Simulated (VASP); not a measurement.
Wanted: the native input for a VASP 6.6.1 run.

- Task: single point
- Functional: r2SCAN
- Dispersion: D3(BJ)
- Potentials or basis: VASP PAW PBE potentials, release 64 (Sn_d, Se)
- Cutoff: 520 eV
- k mesh: 4 × 8 × 8
- Occupations: gaussian, width 0.05 eV
- Spin: no spin polarisation
- Dipole correction: no
- Further INCAR settings: ALGO = Normal; EDIFF = 1e-06; NBANDS = 50

The system is SnSe.

```xyz
8
Lattice="11.0041 0.0000 0.0000 0.0000 4.0088 0.0000 0.0000 0.0000 4.1503" Properties=species:S:1:pos:R:3 pbc="T T T"
Sn    1.2576    1.0022    0.2450
Sn    4.2444    3.0066    2.3201
Sn    6.7597    1.0022    1.8302
Sn    9.7464    3.0066    3.9054
Se    3.9370    1.0022    0.0573
Se    1.5651    3.0066    2.1324
Se    9.4390    1.0022    2.0179
Se    7.0671    3.0066    4.0931
```

The input as run:

POSCAR

```
SnSe
1.0
   11.0040732508      0.0000000000      0.0000000000
    0.0000000000      4.0087959013      0.0000000000
    0.0000000000      0.0000000000      4.1503371282
Sn Se
4 4
Direct
    0.1142880904      0.2500000000      0.0590253234
    0.3857119096      0.7500000000      0.5590253234
    0.6142880904      0.2500000000      0.4409746766
    0.8857119096      0.7500000000      0.9409746766
    0.3577727616      0.2500000000      0.0137943618
    0.1422272384      0.7500000000      0.5137943618
    0.8577727616      0.2500000000      0.4862056382
    0.6422272384      0.7500000000      0.9862056382
```

INCAR.step1

```
SYSTEM = SnSe
  PREC = Accurate
  ENCUT = 520
  ISMEAR = 0
  SIGMA = 0.05
  LREAL = .False.
  LASPH = .True.
  NELM = 80
  NBANDS = 50
  GGA = PE
  ALGO = Normal
  EDIFF = 1E-4
  LWAVE = .True.
  LCHARG = .False.
```

INCAR.step2

```
SYSTEM = SnSe
  PREC = Accurate
  ENCUT = 520
  EDIFF = 1E-6
  ISMEAR = 0
  SIGMA = 0.05
  LREAL = .False.
  LASPH = .True.
  NELM = 80
  ALGO = Normal
  ISIF = 2
  LWAVE = .False.
  LCHARG = .True.
  METAGGA = R2SCAN
  LMIXTAU = .True.
  IVDW = 12
  VDW_S6 = 1.0
  VDW_S8 = 0.78981345
  VDW_A1 = 0.49484001
  VDW_A2 = 5.73083694
  LELF = .True.
  LVHAR = .True.
  NBANDS = 50
  ISTART = 1
```

KPOINTS

```
Automatic mesh
0
Gamma
  4 8 8
  0 0 0
```

Potentials or basis: VASP PAW PBE potentials, release 64 (Sn_d, Se).

Launch:

```sh
$ cat potpaw_PBE.64/Sn_d/POTCAR potpaw_PBE.64/Se/POTCAR > POTCAR
$ cp INCAR.step1 INCAR
$ mpirun -np 1 vasp_std > vasp.out
$ cp INCAR.step2 INCAR
$ mpirun -np 1 vasp_std > vasp.out
```

Results of the run:

```yaml
Pressure: 8.5 GPa
Largest_force: 0.015 eV/Å
Band_gap_on_the_k_mesh: zero (bands 40 and 41 overlap by 0.04 eV)
Dispersion_energy_per_atom: -0.198 eV
```

Caveat: the cell stands under pressure; semilocal functionals underestimate gaps, and a narrow one can read as zero; the PAW data sets were made with another functional, which shifts forces and pressure a little; spin-orbit coupling is left out, which moves the levels of the heavy elements.

It took 40 min on 1 thread of Oxide Virtual Turin-like Processor (shared host), peak memory 0.61 GiB.
